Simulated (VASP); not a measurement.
Te, 4 atoms in the cell. Symmetry: P4_132, No. 213, cubic system. Conventional cell: a = 5.223 Å, b = 5.223 Å, c = 5.223 Å, α = 90.00°, β = 90.00°, γ = 90.00°. Within 4.2 Å of Te (site symmetry 32) lie 6 Te at 3.20 Å. 

```yaml
Program: VASP 6.6.1
Task: single point
Functional: PBE
Potentials_or_basis: VASP PAW PBE potentials, release 64 (Te)
Cutoff: 520 eV
k_mesh: 4 × 4 × 4
Occupations: fermi-dirac, width 0.05 eV
Spin: no spin polarisation
Dipole_correction: no
Further_INCAR_settings: ALGO = Normal; EDIFF = 1e-07; NBANDS = 20
```

Potentials or basis: VASP PAW PBE potentials, release 64 (Te).

Command:

```console
$ cat potpaw_PBE.64/Te/POTCAR > POTCAR
$ mpirun -np 1 vasp_std > vasp.out
```

Hardware: 1 thread of AMD EPYC 9R45 96-Core Processor (Zen 5), with other jobs on the host.

Problem. Estimate the wall time of this run.

Solution. Run time: 18 s on 1 thread of AMD EPYC 9R45 96-Core Processor (Zen 5) (shared host), peak memory 0.2 GiB. Counts: scf iterations 14, k points 10.
